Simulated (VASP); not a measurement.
The system is ZnO.

```xyz
4
Lattice="3.2374 0.0000 0.0000 -1.6187 2.8036 0.0000 0.0000 0.0000 5.2221" Properties=species:S:1:pos:R:3 pbc="T T T"
Zn    1.6187    0.9345    2.6141
Zn    0.0000    1.8691    0.0031
O     1.6187    0.9345    4.5939
O     0.0000    1.8691    1.9829
```

```yaml
Program: VASP 6.6.1
Task: relaxation of cell and atoms
Functional: PBE
Potentials_or_basis: VASP PAW PBE potentials, release 64 (Zn, O)
Cutoff: 600 eV
k_mesh: 9 × 9 × 6
Occupations: gaussian, width 0.02 eV
Spin: no spin polarisation
```

At the start: pressure 6.5 GPa; volume 11.85 Å³/atom.

Q: How do energy, volume and symmetry change on relaxing?

A: Over 3 steps the energy falls by 10.6 meV/atom and the volume is 12.40 Å³/atom (+4.6 %); space group P6_3mc (No. 186, to 0.1 Å) before and after.

The path:
```tsv
step	energy change (eV)	largest force (eV/Å)	pressure (GPa)	volume (Å³)
1	0.0000	0.0020	6.49	47.40
2	-0.0316	0.0006	-2.88	50.77
3	-0.0422	0.0010	-0.02	49.58
```

Final structure:
```
Zn O
1.0
     3.28625    0.00000    0.00000
    -1.64312    2.84598    0.00000
     0.00000    0.00000    5.30168
Zn O
2 2
Cartesian
  1.6431 0.9487 2.6539
  0.0000 1.8973 0.0031
  1.6431 0.9487 4.6640
  0.0000 1.8973 2.0132
```
